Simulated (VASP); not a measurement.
# PbO2 (R-3m) in VASP: notebook, part 2 of 2

VASP 6.6.1. The steps go on from the part before.

## 4. Single point, PBE

This run uses another cell than the first one, of 15.25 Å³/atom, 1.020 times its volume.

Input file INCAR:

```
SYSTEM = PbO2
  PREC = Accurate
  ENCUT = 520
  EDIFF = 1E-7
  ISMEAR = 0
  SIGMA = 0.05
  LREAL = .False.
  LASPH = .True.
  NELM = 100
  ALGO = Normal
  ISIF = 2
  LWAVE = .False.
  LCHARG = .False.
  GGA = PE
  NBANDS = 20
```

Input file KPOINTS:

```
Automatic mesh
0
Gamma
  12 12 12
  0 0 0
```

Input file POSCAR:

```
PbO2
1.0
    1.7231622733      0.9948682024      4.4478535782
   -1.7231622733      0.9948682024      4.4478535782
    0.0000000000     -1.9897364047      4.4478535782
Pb O
1 2
Direct
    0.0000000000      0.0000000000      0.0000000000
    0.2556547323      0.2556547323      0.2556547323
    0.7443452677      0.7443452677      0.7443452677
```

Potentials or basis: VASP PAW PBE potentials, release 64 (Pb_d, O).

Command:

```sh
> cat potpaw_PBE.64/Pb_d/POTCAR potpaw_PBE.64/O/POTCAR > POTCAR
> mpirun -np 1 vasp_std > vasp.out
```

OUTCAR:

```text
SYSTEM = PbO2
   PREC = Accurate
   ENCUT = 520
   EDIFF = 1E-7
   ISMEAR = 0
   LREAL = .False.
   LASPH = .True.
   NELM = 100
   ISIF = 2
   GGA = PE

 ion  position               nearest neighbor table
   1  0.000  0.000  0.000-   3 2.24   3 2.24   2 2.24   2 2.24   3 2.24   2 2.24
   2  0.256  0.256  0.256-   1 2.24   1 2.24   1 2.24
   3  0.744  0.744  0.744-   1 2.24   1 2.24   1 2.24

  LATTYP: Found a trigonal (rhomboedric) cell.
 ALAT       =     4.8726227448
 COS(alpha) =     0.7498751882

  Lattice vectors:

 A1 = (   1.7231622733,   0.9948682024,   4.4478535782)
 A2 = (  -1.7231622733,   0.9948682024,   4.4478535782)
 A3 = (   0.0000000000,  -1.9897364047,   4.4478535782)

Analysis of symmetry for initial positions (statically):
=====================================================================
 Subroutine PRICEL returns:
 Original cell was already a primitive cell.

 Routine SETGRP: Setting up the symmetry group for a
 trigonal (rhombohedral) supercell.

 Subroutine GETGRP returns: Found 12 space group operations
 (whereof 12 operations were pure point group operations)
 out of a pool of 12 trial point group operations.
[... 159 lines left out ...]
  ext. energy  EPLUGINS =         0.00000000
  ---------------------------------------------------
  free energy    TOTEN  =       -15.68100515 eV

  energy without entropy =      -15.68097017  energy(sigma->0) =      -15.68098766

 E-fermi :   3.4718     XC(G=0): -10.1711

 val. band max:        3.3933079023   @ k =   0.5000   0.5000  -0.0000
 cond. band min:       3.5017799592   @ k =   0.0000   0.0000   0.0000
 fundamental gap:      0.1084720570
 Fermi energy:         3.4717995557

 k-point     1 :       0.0000    0.0000    0.0000
  band No.  band energies     occupation
      1     -14.5920      2.00000
      2     -12.5796      2.00000
      3     -12.0111      2.00000
      4     -12.0111      2.00000
      5     -11.7574      2.00000
      6     -11.7149      2.00000
[... 541 lines left out ...]
     19      16.7883      0.00000
     20      17.7993      0.00000

 [... further k-points ...]
[... 5 lines left out ...]
  --------------------------------------------------------------------------------------
  -------------------------------------------------------------------------------------
  Total        0.1152265      0.1152265      0.0071062      0.0000000      0.0000000      0.0000000
  in kB        4.0352416      4.0352416      0.2488608      0.0000000      0.0000000      0.0000000
  external PRESSURE =       2.7731147 kB  Pullay stress =       0.0000000 kB

 VOLUME and BASIS-vectors are now :
 -----------------------------------------------------------------------------
  energy-cutoff  :      520.00
  volume of cell :       45.75
      direct lattice vectors                 reciprocal lattice vectors
     1.723162273  0.994868202  4.447853578     0.290164199  0.167526378  0.074942515
    -1.723162273  0.994868202  4.447853578    -0.290164199  0.167526378  0.074942515
     0.000000000 -1.989736405  4.447853578     0.000000000 -0.335052756  0.074942515

 POSITION                                       TOTAL-FORCE (eV/Angst)
 -----------------------------------------------------------------------------------
      0.00000      0.00000      0.00000         0.000000     -0.000000      0.000000
      0.00000      0.00000      3.41134        -0.000000     -0.000000     -0.032392
      0.00000      0.00000      9.93222        -0.000000      0.000000      0.032392
 -----------------------------------------------------------------------------------
    total drift:                               -0.000000      0.000000      0.000000

  FREE ENERGIE OF THE ION-ELECTRON SYSTEM (eV)
  ---------------------------------------------------
  free  energy   TOTEN  =       -15.6810051463 eV

  energy  without entropy=      -15.6809701668  energy(sigma->0) =      -15.68098766
```

OSZICAR:

```text
N       E                     dE             d eps       ncg     rms          rms(c)
DAV:   1     0.266948962592E+03    0.26695E+03   -0.13572E+04  7660   0.152E+03
DAV:   2     0.782664910274E+01   -0.25912E+03   -0.24632E+03  8136   0.414E+02
DAV:   3    -0.175468526161E+02   -0.25374E+02   -0.24877E+02  9148   0.135E+02
DAV:   4    -0.183338438425E+02   -0.78699E+00   -0.78611E+00  8272   0.245E+01
DAV:   5    -0.183584887382E+02   -0.24645E-01   -0.24644E-01 10012   0.464E+00    0.942E+00
DAV:   6    -0.157353919722E+02    0.26231E+01   -0.11465E+01 11524   0.417E+01    0.335E+00
DAV:   7    -0.156944594447E+02    0.40933E-01   -0.59899E-01  7832   0.851E+00    0.182E+00
DAV:   8    -0.156883006987E+02    0.61587E-02   -0.17535E-01  7792   0.405E+00    0.725E-01
DAV:   9    -0.156803089878E+02    0.79917E-02   -0.24777E-02 11516   0.180E+00    0.143E-01
DAV:  10    -0.156810117528E+02   -0.70277E-03   -0.39050E-03  7880   0.441E-01    0.809E-02
DAV:  11    -0.156810029920E+02    0.87608E-05   -0.16693E-04  9000   0.110E-01    0.295E-02
DAV:  12    -0.156810051001E+02   -0.21081E-05   -0.34239E-05  8236   0.442E-02    0.826E-03
DAV:  13    -0.156810052324E+02   -0.13225E-06   -0.24101E-06  9932   0.115E-02    0.193E-03
DAV:  14    -0.156810051463E+02    0.86073E-07   -0.49051E-07  6908   0.806E-03
   1 F= -.15681005E+02 E0= -.15680988E+02  d E =-.349796E-04
```

Wall time 3.4 min (1 thread of Intel Xeon 6975P-C, shared host); peak memory 0.31 GiB.

What came out:

```yaml
Free_energy: -15.6810 eV
Pressure: 0.3 GPa
Largest_force: 0.032 eV/Å
Band_gap_on_the_k_mesh: 0.11 eV, indirect (least direct gap 0.17 eV)
```

Forces on the atoms (eV/Å):
```
Pb   0.000  0.000  0.000
O    0.000  0.000 -0.032
O    0.000  0.000  0.032
```

Levels at points of the mesh, in eV from the valence-band top:
| k point | band 10 | band 11 | band 12 | band 13 | band 14 | band 15 | band 16 | band 17 |
| --- | --- | --- | --- | --- | --- | --- | --- | --- |
| (0.00, 0.00, 0.00) | -1.37 | -0.76 | -0.76 | -0.06 | 0.11 | 5.12 | 9.87 | 9.87 |
| (0.50, 0.00, 0.00) | -2.73 | -1.67 | -0.74 | -0.61 | 3.10 | 7.13 | 8.70 | 11.36 |
| (0.50, 0.50, 0.00) | -2.99 | -0.97 | -0.28 | 0.00 | 2.71 | 6.03 | 9.54 | 10.45 |
| (0.50, 0.50, 0.50) | -1.56 | -1.56 | -0.62 | -0.62 | 1.95 | 5.11 | 10.27 | 10.27 |

Caveat: spin-orbit coupling is left out, which moves the levels of the heavy elements.

## 5. Single point, PBEsol

This run uses another cell than the first one, of 15.25 Å³/atom, 1.020 times its volume.

Input file INCAR:

```
PREC = Accurate
ENCUT = 520
EDIFF = 1E-6
ISMEAR = 0
SIGMA = 0.05
LREAL = False
LASPH = True
NELM = 60
ALGO = Normal
ISIF = 2
LWAVE = False
LCHARG = True
GGA = PS
LELF = True
LVHAR = True
NBANDS = 20
```

Input file KPOINTS:

```
regular mesh
0
Gamma
  12 12 12
```

POSCAR is that of step 4.

Command:

```sh
> cat potpaw_PBE.64/Pb_d/POTCAR potpaw_PBE.64/O/POTCAR > POTCAR
> mpirun -np 1 vasp_std > vasp.out
```

Run time: 3.3 min. Hardware: 1 thread of Intel Xeon 6975P-C, shared host; peak memory 0.32 GiB.

The run converged. Its results:

```
Free energy   : -16.7399 eV
Pressure      : -4.5 GPa
Largest force : 0.194 eV/Å
```

Forces on the atoms (eV/Å):
```
Pb   0.000  0.000  0.000
O    0.000  0.000  0.194
O    0.000  0.000 -0.194
```

Stress tensor (GPa, compression positive):
```
-5.06  0.00  0.00
 0.00 -5.06  0.00
 0.00  0.00 -3.53
```

Levels at points of the mesh, in eV from the Fermi level:
```csv
k point,band 9,band 10,band 11,band 12,band 13,band 14,band 15,band 16,band 17,band 18
"(0.00, 0.00, 0.00)",-1.46,-1.46,-0.83,-0.83,-0.12,-0.01,4.90,9.68,9.68,11.17
"(0.50, 0.00, 0.00)",-3.73,-2.84,-1.76,-0.82,-0.69,3.00,6.94,8.52,11.19,12.13
"(0.50, 0.50, 0.00)",-4.16,-3.10,-1.05,-0.35,-0.07,2.60,5.83,9.37,10.19,11.21
"(0.50, 0.50, 0.50)",-1.70,-1.65,-1.65,-0.69,-0.69,1.87,4.93,10.08,10.08,13.24
```

Caveat: the PAW data sets were made with another functional, which shifts forces and pressure a little; spin-orbit coupling is left out, which moves the levels of the heavy elements.

## 6. Single point, LDA

This run uses another cell than the first one, of 15.25 Å³/atom, 1.020 times its volume.

Input file INCAR:

```
SYSTEM = PbO2
PREC = Accurate
ENCUT = 520
EDIFF = 1E-6
ISMEAR = 0
SIGMA = 0.05
LREAL = .False.
LASPH = .True.
NELM = 60
ALGO = Normal
ISIF = 2
LWAVE = .False.
LCHARG = .True.
LELF = .True.
LVHAR = .True.
NBANDS = 20
```

Input file KPOINTS:

```
Automatic mesh
0
Gamma
  12 12 12
  0 0 0
```

POSCAR is that of step 5.

Potentials or basis: VASP PAW LDA potentials, release 64 (Pb_d, O).

Command:

```sh
> cat potpaw_LDA.64/Pb_d/POTCAR potpaw_LDA.64/O/POTCAR > POTCAR
> mpirun -np 1 vasp_std > vasp.out
```

Wall time 3.3 min (1 thread of Intel Xeon 6975P-C, shared host); peak memory 0.29 GiB.

Results (log left out):

```yaml
Free_energy: -17.9199 eV
Pressure: -8.1 GPa
Largest_force: 0.383 eV/Å
```

Forces in eV/Å, atoms in the order of the input:
```
Pb   0.000  0.000  0.000
O    0.000  0.000  0.383
O    0.000  0.000 -0.383
```

Stress tensor (GPa, compression positive):
```
-8.74  0.00  0.00
 0.00 -8.74  0.00
 0.00  0.00 -6.87
```

Levels at points of the mesh, in eV from the Fermi level:
```
           k point  band 11  band 12  band 13  band 14  band 15  band 16
(0.00, 0.00, 0.00)    -0.83    -0.83    -0.12    -0.04     4.83     9.59
(0.50, 0.00, 0.00)    -1.76    -0.83    -0.70     2.98     6.87     8.40
(0.50, 0.50, 0.00)    -1.04    -0.36    -0.06     2.57     5.77     9.27
(0.50, 0.50, 0.50)    -1.66    -0.69    -0.69     1.86     4.87    10.00
```

Caveat: spin-orbit coupling is left out, which moves the levels of the heavy elements.

## 7. The runs side by side

```tsv
level	potentials or basis	cell	pressure (GPa)	largest force (eV/Å)
PBE	VASP PAW PBE potentials, release 64 (Pb_d, O)	a = 4.783 Å, angles 42.3°, 3 atoms	0.6	0.04
PBE	VASP PAW PBE potentials, release 64 (Pb_d, O)	a = 4.873 Å, angles 41.4°, 3 atoms	0.3	0.03
PBEsol	VASP PAW PBE potentials, release 64 (Pb_d, O)	a = 4.873 Å, angles 41.4°, 3 atoms	-4.5	0.19
LDA	VASP PAW LDA potentials, release 64 (Pb_d, O)	a = 4.873 Å, angles 41.4°, 3 atoms	-8.1	0.38
```

Alike in all rows: task single point; no spin polarisation; k mesh 12 × 12 × 12; cutoff (eV) 520; smearing gaussian 0.05 eV.

Caveats: spin-orbit coupling is left out, which moves the levels of the heavy elements; the PAW data sets were made with another functional, which shifts forces and pressure a little (some runs).

Absolute energies hang on the potentials; compare differences alone.
